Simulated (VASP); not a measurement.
Wanted: the native input for a VASP 6.6.1 run.

```
Task                   : single point
Functional             : PBE
Potentials or basis    : VASP PAW PBE potentials, release 64 (Sn_d)
Cutoff                 : 520 eV
k mesh                 : 17 × 17 × 17
Occupations            : fermi-dirac, width 0.1 eV
Spin                   : no spin polarisation
Dipole correction      : no
Further INCAR settings : ALGO = Normal; EDIFF = 1e-06; NBANDS = 13
```

The structure of Sn lies in POSCAR:

```
Sn
1.0
    3.2024543950      0.0000000000      0.0000000000
    0.0000000000      3.2024543950      0.0000000000
    0.0000000000      0.0000000000      3.2024543950
Sn
1
Direct
    0.0000000000      0.0000000000      0.0000000000
```

This isn't the form of Sn at room conditions, which is tetragonal (white tin).

These files were run (other wordings do the same):

INCAR

```
SYSTEM = Sn
ALGO = Normal
EDIFF = 1E-6
ENCUT = 520
GGA = PE
ISIF = 2
ISMEAR = -1
LASPH = .True.
LCHARG = .False.
LREAL = .False.
LWAVE = .False.
NBANDS = 13
NELM = 60
PREC = Accurate
SIGMA = 0.1
```

KPOINTS

```
k-points
0
Gamma
  17 17 17
  0 0 0
```

Potentials or basis: VASP PAW PBE potentials, release 64 (Sn_d).

The run is started by

```bash
$ cat potpaw_PBE.64/Sn_d/POTCAR > POTCAR
$ mpirun -np 1 vasp_std > vasp.out
```

It gave:

```
Pressure               : -3.8 GPa
Band gap on the k mesh : zero (bands 7 and 8 overlap by 6.56 eV)
```

Caveat: the cell stands under tension; spin-orbit coupling is left out, which moves the levels of the heavy elements.

It took 52 s on 1 thread of Intel Xeon 8259CL (shared host), peak memory 0.18 GiB.
